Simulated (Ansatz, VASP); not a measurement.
AlN: VASP beside Ansatz

The input INCAR:

```
SYSTEM = AlN
ALGO = Normal
EDIFF = 1E-6
EDIFFG = -0.01
ENCUT = 600
GGA = PE
IBRION = 2
ISIF = 3
ISMEAR = -1
IVDW = 12
LASPH = .True.
LCHARG = .False.
LREAL = .False.
LWAVE = .False.
NELM = 60
NSW = 80
PREC = Accurate
SIGMA = 0.05
```

File KPOINTS:

```
k-points
0
Gamma
  10 10 10
  0 0 0
```

Contents of POSCAR:

```
AlN
1.0
    0.0000000000      2.1839935596      2.1839935596
    2.1839935596      0.0000000000      2.1839935596
    2.1839935596      2.1839935596      0.0000000000
Al N
1 1
Direct
    0.0000000000      0.0000000000      0.0000000000
    0.2500000000      0.2500000000      0.2500000000
```

Contents of input.yaml:

```yaml
crystal:
  lattice:
    - [0.0, 2.1839935596, 2.1839935596]
    - [2.1839935596, 0.0, 2.1839935596]
    - [2.1839935596, 2.1839935596, 0.0]
  atoms:
    - { symbol: Al, position: [0.0, 0.0, 0.0] }
    - { symbol: "N", position: [0.25, 0.25, 0.25] }
kpoints:
  mp_grid: { grid: [10, 10, 10] }
scf:
  occupations: { method: fermi_dirac, width: 0.05 }
hamiltonian:
  xc: pbe
  dispersion: d3bj
  pseudopotentials: { kind: all_electron, lapw: { basis_error: 0.001 } }
output:
  forces: true
  stress: true
relax:
  f_tol: 0.01
  max_steps: 60
  cell: {}
```

Alike in both runs: task relaxation of cell and atoms; functional PBE; dispersion D3(BJ); k mesh 10 × 10 × 10; occupations fermi-dirac, width 0.05 eV; no spin polarisation.

|  | VASP | Ansatz |
| --- | --- | --- |
| version | VASP 6.6.1 | Ansatz 0.2.0 |
| potentials or method | VASP PAW PBE potentials, release 64 (Al, N), cutoff 600 eV | all-electron LAPW, scalar-relativistic |

|  | VASP | Ansatz | Ansatz less VASP |
| --- | --- | --- | --- |
| relaxed volume (Å³/atom) | 10.43 | 10.44 | +0.014 |
| relaxed cell length with the largest relative difference (Å) | 3.090 | 3.091 | +0.0014 |

Ansatz ran all-electron here, and VASP with PAW potentials.
